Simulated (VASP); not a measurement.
N:

```
CELL_PARAMETERS angstrom
4.36711 0.00000 0.00000
-2.18355 3.78202 0.00000
0.00000 0.00000 7.71876
ATOMIC_POSITIONS crystal
N 0.33333 0.66667 0.32266
N 0.33333 0.66667 0.17734
N 0.66667 0.33333 0.82266
N 0.66667 0.33333 0.67734
```

This cell differs from its parent crystal: strain along c alone, the other axes held: +4.0 %.

* Program: VASP 6.6.1
* Task: relaxation of the atoms
* Functional: PBEsol
* Potentials or basis: VASP PAW PBE potentials, release 64 (N)
* Cutoff: 520 eV
* k mesh: 6 × 6 × 4
* Occupations: gaussian, width 0.02 eV
* Spin: no spin polarisation

At the start: pressure -1.5 GPa; volume 31.87 Å³/atom.

Problem. How do energy, volume and symmetry change on relaxing?

Solution. Over 4 steps the energy falls by 3.6 meV/atom; space group P6_3/mmc (No. 194, to 0.05 Å).

Step by step:
| step | energy change (eV) | largest force (eV/Å) | pressure (GPa) |
| --- | --- | --- | --- |
| 1 | 0.0000 | 1.4501 | -1.50 |
| 2 | 3.6137 | 32.6806 | 26.28 |
| 3 | -0.0144 | 0.1124 | -0.04 |
| 4 | -0.0145 | 0.0037 | -0.15 |

Final structure:
```xyz
4
Lattice="4.3671 0.0000 0.0000 -2.1836 3.7820 0.0000 0.0000 0.0000 7.7188" Properties=species:S:1:pos:R:3 pbc="T T T"
N     0.0000    2.5214    2.4856
N     0.0000    2.5214    1.3738
N     2.1836    1.2607    6.3450
N     2.1836    1.2607    5.2332
```

Caveat: the cell differs from its parent crystal (strain along c alone, the other axes held: +4.0 %); the standard files for N, O and F lose accuracy on very short bonds; the PAW data sets were made with another functional, which shifts forces and pressure a little.
